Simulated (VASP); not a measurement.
# SnSe2: single point with PBE

Crystal: SnSe2.

```xyz
3
Lattice="3.7942 0.0000 0.0000 -1.8971 3.2859 0.0000 0.0000 0.0000 7.1710" Properties=species:S:1:pos:R:3 pbc="T T T"
Sn    0.0000    0.0000    0.0000
Se    1.8971    1.0953    5.5518
Se    0.0000    2.1906    1.6192
```

| Property | Result |
| --- | --- |
| Program | VASP 6.6.1 |
| Task | single point |
| Functional | PBE |
| Potentials or basis | VASP PAW PBE potentials, release 64 (Sn_d, Se) |
| Cutoff | 520 eV |
| k mesh | 12 × 12 × 4 |
| Occupations | gaussian, width 0.02 eV |
| Spin | no spin polarisation |
| Dipole correction | no |
| Further INCAR settings | ALGO = Normal; EDIFF = 1e-07; NBANDS = 20 |

```yaml
Pressure: 1.5 GPa
Largest_force: 0.014 eV/Å
Band_gap_on_the_k_mesh: 0.59 eV, indirect (least direct gap 1.03 eV)
```

Forces on the atoms (eV/Å):
```
Sn   0.000  0.000  0.000
Se   0.000  0.000 -0.014
Se   0.000  0.000  0.014
```

Stress tensor (GPa, compression positive):
```
2.27 0.00 0.00
0.00 2.27 0.00
0.00 0.00 0.07
```

Levels at points of the mesh, in eV from the valence-band top:
```tsv
k point	band 9	band 10	band 11	band 12	band 13	band 14	band 15	band 16	band 17	band 18
(0.00, 0.00, 0.00)	-0.91	-0.45	-0.45	-0.08	-0.08	1.23	3.22	4.67	4.67	6.88
(0.50, 0.00, 0.00)	-4.47	-2.63	-2.23	-1.00	-0.36	0.84	3.85	5.47	5.53	5.83
(0.00, 0.00, 0.50)	-1.79	-0.46	-0.46	-0.06	-0.06	2.10	3.13	4.61	4.61	7.38
(0.50, 0.00, 0.50)	-4.58	-2.35	-2.19	-0.85	-0.44	0.59	4.10	4.70	5.48	5.77
```

Run time: 62 s on 1 thread of Intel(R) Xeon(R) Platinum 8559C (Emerald Rapids), on a shared host, peak memory 0.27 GiB.

Caveat: spin-orbit coupling is left out, which moves the levels of the heavy elements; this functional lacks dispersion, which binds the layers, so the pressure and a relaxed spacing across them are unreliable. A k mesh can miss the band edges.
